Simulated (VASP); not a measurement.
# Na3HSe (Pm-3m) in VASP: single point with PBE

Aim: the single point of Na3HSe with PBE.

All numbers are computed with VASP 6.6.1; they aren't measurements. Logs are shortened: lines on timing, memory, paths and dates and some standing lists are left out, and cuts for length are marked.

## Step 1: The cell of the first run

Symmetry: Pm-3m, No. 221, cubic system. Conventional cell: a = 4.553 Å, b = 4.553 Å, c = 4.553 Å, α = 90.00°, β = 90.00°, γ = 90.00°. Within 3.0 Å of Na (site symmetry 4/mmm) lie 2 H at 2.28 Å. H (site symmetry m-3m) has 6 Na at 2.28 Å within 3.0 Å. Within 4.2 Å of Se (site symmetry m-3m) lie 12 Na at 3.22 Å and 8 H at 3.94 Å.

## Step 2: Single point, PBE (18.88 Å³/atom)

INCAR reads:

```
SYSTEM = Na3HSe
PREC = Accurate
ENCUT = 520
EDIFF = 1E-7
ISMEAR = 0
SIGMA = 0.05
LREAL = .False.
LASPH = .True.
NELM = 60
ALGO = Normal
ISIF = 2
LWAVE = .False.
LCHARG = .False.
GGA = PE
NBANDS = 22
```

KPOINTS reads:

```
Automatic mesh
0
Gamma
  6 6 6
  0 0 0
```

POSCAR reads:

```
Na3HSe
1.0
    4.5529231970      0.0000000000      0.0000000000
    0.0000000000      4.5529231970      0.0000000000
    0.0000000000      0.0000000000      4.5529231970
Na H Se
3 1 1
Direct
    0.0000000000      0.5000000000      0.5000000000
    0.5000000000      0.0000000000      0.5000000000
    0.5000000000      0.5000000000      0.0000000000
    0.5000000000      0.5000000000      0.5000000000
    0.0000000000      0.0000000000      0.0000000000
```

Potentials or basis: VASP PAW PBE potentials, release 64 (Na_pv, H, Se).

The run is started by

```
$ cat potpaw_PBE.64/Na_pv/POTCAR potpaw_PBE.64/H/POTCAR potpaw_PBE.64/Se/POTCAR > POTCAR
$ mpirun -np 1 vasp_std > vasp.out
```

OUTCAR:

```text
SYSTEM = Na3HSe
   PREC = Accurate
   ENCUT = 520
   EDIFF = 1E-7
   ISMEAR = 0
   LREAL = .False.
   LASPH = .True.
   NELM = 60
   ISIF = 2
   GGA = PE

 ion  position               nearest neighbor table
   1  0.000  0.500  0.500-
   2  0.500  0.000  0.500-
   3  0.500  0.500  0.000-
   4  0.500  0.500  0.500-
   5  0.000  0.000  0.000-

  LATTYP: Found a simple cubic cell.
 ALAT       =     4.5529231970

  Lattice vectors:

 A1 = (   4.5529231970,   0.0000000000,   0.0000000000)
 A2 = (   0.0000000000,   4.5529231970,   0.0000000000)
 A3 = (   0.0000000000,   0.0000000000,   4.5529231970)

Analysis of symmetry for initial positions (statically):
=====================================================================
 Subroutine PRICEL returns:
 Original cell was already a primitive cell.

 Routine SETGRP: Setting up the symmetry group for a
 simple cubic supercell.

 Subroutine GETGRP returns: Found 48 space group operations
 (whereof 48 operations were pure point group operations)
 out of a pool of 48 trial point group operations.

The static configuration has the point symmetry O_h .

Analysis of symmetry for dynamics (positions and initial velocities):
=====================================================================
 Subroutine PRICEL returns:
 Original cell was already a primitive cell.

 Routine SETGRP: Setting up the symmetry group for a
 simple cubic supercell.

 Subroutine GETGRP returns: Found 48 space group operations
 (whereof 48 operations were pure point group operations)
 out of a pool of 48 trial point group operations.

The dynamic configuration has the point symmetry O_h .

 Subroutine INISYM returns: Found 48 space group operations
 (whereof 48 operations are pure point group operations),
 and found     1 'primitive' translations

----------------------------------------------------------------------------------------

                                     Primitive cell

  volume of cell :      94.3780

  direct lattice vectors                    reciprocal lattice vectors
     4.552923197  0.000000000  0.000000000     0.219639110  0.000000000  0.000000000
     0.000000000  4.552923197  0.000000000     0.000000000  0.219639110  0.000000000
     0.000000000  0.000000000  4.552923197     0.000000000  0.000000000  0.219639110

  length of vectors
     4.552923197  4.552923197  4.552923197     0.219639110  0.219639110  0.219639110

  position of ions in fractional coordinates (direct lattice)
[... 81 lines left out ...]
   LREAL  =      F    real-space projection
   EDIFFG = 0.1E-05   stopping-criterion for IOM
   NSW    =      0    number of steps for IOM
   IBRION =     -1    ionic relax: 0-MD 1-quasi-New 2-CG
   NFREE  =      0    steps in history (QN), initial steepest desc. (CG)
   ISIF   =      2    stress and relaxation
   ISYM   =      2    0-nonsym 1-usesym 2-fastsym
   POTIM  = 0.5000    time-step for ionic-motion
   TEBEG  =    0.0;   TEEND  =   0.0 temperature during run
   PSTRESS=    0.0 pullay stress
   NELECT =      28.0000    total number of electrons
   NUPDOWN=      -1.0000    fix difference up-down
   EMIN   =  10.00;   EMAX   =-10.00  energy-range for DOS
   EFERMI =   0.00;   METHOD = LEGACY
   ISMEAR =     0;   SIGMA  =   0.05  broadening in eV -4-tet -1-fermi 0-gaus
   EFERMI_NEDOS =   21; number of points for ismear=-14 and -15
   IALGO  =     38    algorithm
   IMIX   =      4    mixing-type and parameters
     AMIX     =   0.40;   BMIX     =  1.00
     AMIX_MAG =   1.60;   BMIX_MAG =  1.00
  volume/ion in A,a.u.               =      18.88       127.38
  Fermi-wavevector in a.u.,A,eV,Ry     =   1.091869  2.063333 16.220564  1.192178
  Thomas-Fermi vector in A             =   2.228123
   LORBIT       =      0    0 simple, 1 ext, 2 COOP (PROOUT), +10 PAW based schemes
   GGA     = PE    functional components
   LHFCALC =     F    Hartree Fock is set to
   AEXX    =    0.0000 exact exchange contribution
   IVDW    =     0    specifies the selected vdW correction
   LEPSILON=     F    determine dielectric tensor
   LRPA    =     F    only Hartree local field effects (RPA)
 non-spin polarized calculation
 Gauss-broadening in eV      SIGMA  =   0.05
  energy-cutoff  :      520.00
  volume of cell :       94.38
 maximum number of plane-waves:      2562
 NGX is ok and might be reduce to    36
   NGX = 17   NGY = 17   NGZ = 17

 number of electron      27.9999948 magnetization

 Free energy of the ion-electron system (eV)
  ---------------------------------------------------
  ext. energy  EPLUGINS =         0.00000000
  ---------------------------------------------------
  free energy    TOTEN  =       -14.27452041 eV

  energy without entropy =      -14.27452041  energy(sigma->0) =      -14.27452041

 E-fermi :   0.9156     XC(G=0):  -8.3018

 val. band max:        0.6129332715   @ k =   0.5000   0.5000   0.0000
 cond. band min:       3.3871779788   @ k =   0.5000   0.0000   0.0000
 fundamental gap:      2.7742447073
 Fermi energy:         0.9156311784

 k-point     1 :       0.0000    0.0000    0.0000
  band No.  band energies     occupation
      1     -22.4120      2.00000
      2     -22.4120      2.00000
      3     -22.4120      2.00000
      4     -22.3492      2.00000
      5     -22.3492      2.00000
      6     -22.3492      2.00000
[... 489 lines left out ...]
     21      11.8070      0.00000
     22      11.9365      0.00000

------------------------ aborting loop because EDIFF is reached ----------------------------------------

  FORCE on cell =-STRESS in cart. coord.  units (eV):
  Direction    XX          YY          ZZ          XY          YZ          ZX
  --------------------------------------------------------------------------------------
  -------------------------------------------------------------------------------------
  Total       -0.0394260     -0.0394260     -0.0394260      0.0000000      0.0000000     -0.0000000
  in kB       -0.6693029     -0.6693029     -0.6693029      0.0000000      0.0000000     -0.0000000
  external PRESSURE =      -0.6693029 kB  Pullay stress =       0.0000000 kB

 VOLUME and BASIS-vectors are now :
 -----------------------------------------------------------------------------
  energy-cutoff  :      520.00
  volume of cell :       94.38
      direct lattice vectors                 reciprocal lattice vectors
     4.552923197  0.000000000  0.000000000     0.219639110  0.000000000  0.000000000
     0.000000000  4.552923197  0.000000000     0.000000000  0.219639110  0.000000000
     0.000000000  0.000000000  4.552923197     0.000000000  0.000000000  0.219639110

 POSITION                                       TOTAL-FORCE (eV/Angst)
 -----------------------------------------------------------------------------------
      0.00000      2.27646      2.27646         0.000000      0.000000      0.000000
      2.27646      0.00000      2.27646         0.000000      0.000000      0.000000
      2.27646      2.27646      0.00000         0.000000      0.000000      0.000000
      2.27646      2.27646      2.27646         0.000000      0.000000      0.000000
      0.00000      0.00000      0.00000         0.000000      0.000000      0.000000
 -----------------------------------------------------------------------------------
    total drift:                                0.000000      0.000000      0.000000

  FREE ENERGIE OF THE ION-ELECTRON SYSTEM (eV)
  ---------------------------------------------------
  free  energy   TOTEN  =       -14.2745204093 eV

  energy  without entropy=      -14.2745204093  energy(sigma->0) =      -14.27452041
```

OSZICAR:

```text
N       E                     dE             d eps       ncg     rms          rms(c)
DAV:   1     0.234429423165E+03    0.23443E+03   -0.14826E+04   886   0.138E+03
DAV:   2     0.286133469852E+01   -0.23157E+03   -0.22436E+03   880   0.373E+02
DAV:   3    -0.146874835282E+02   -0.17549E+02   -0.17363E+02  1084   0.108E+02
DAV:   4    -0.152011880719E+02   -0.51370E+00   -0.51317E+00   946   0.174E+01
DAV:   5    -0.152091277826E+02   -0.79397E-02   -0.79394E-02  1106   0.236E+00    0.434E+00
DAV:   6    -0.144442805329E+02    0.76485E+00   -0.77182E-01  1114   0.446E+00    0.221E+00
DAV:   7    -0.142686011745E+02    0.17568E+00   -0.49673E-01  1114   0.293E+00    0.793E-01
DAV:   8    -0.142729811180E+02   -0.43799E-02   -0.26311E-02   994   0.108E+00    0.284E-01
DAV:   9    -0.142744882637E+02   -0.15071E-02   -0.34939E-03   994   0.383E-01    0.114E-01
DAV:  10    -0.142745259040E+02   -0.37640E-04   -0.34942E-04   988   0.116E-01    0.273E-02
DAV:  11    -0.142745248631E+02    0.10409E-05   -0.13217E-04   976   0.653E-02    0.184E-02
DAV:  12    -0.142745212493E+02    0.36138E-05   -0.13149E-05  1014   0.141E-02    0.113E-02
DAV:  13    -0.142745203205E+02    0.92876E-06   -0.40828E-06   924   0.980E-03    0.233E-03
DAV:  14    -0.142745204093E+02   -0.88835E-07   -0.23727E-07   856   0.215E-03
   1 F= -.14274520E+02 E0= -.14274520E+02  d E =-.474393E-19
```

It took 63 s on 1 thread of Intel Xeon 8259CL, shared host; peak memory 0.22 GiB.

What came out:

```yaml
Free_energy: -14.2745 eV
Pressure: -0.1 GPa
Band_gap_on_the_k_mesh: 2.77 eV (least direct gap 2.91 eV)
```

A k mesh can miss the band edges.
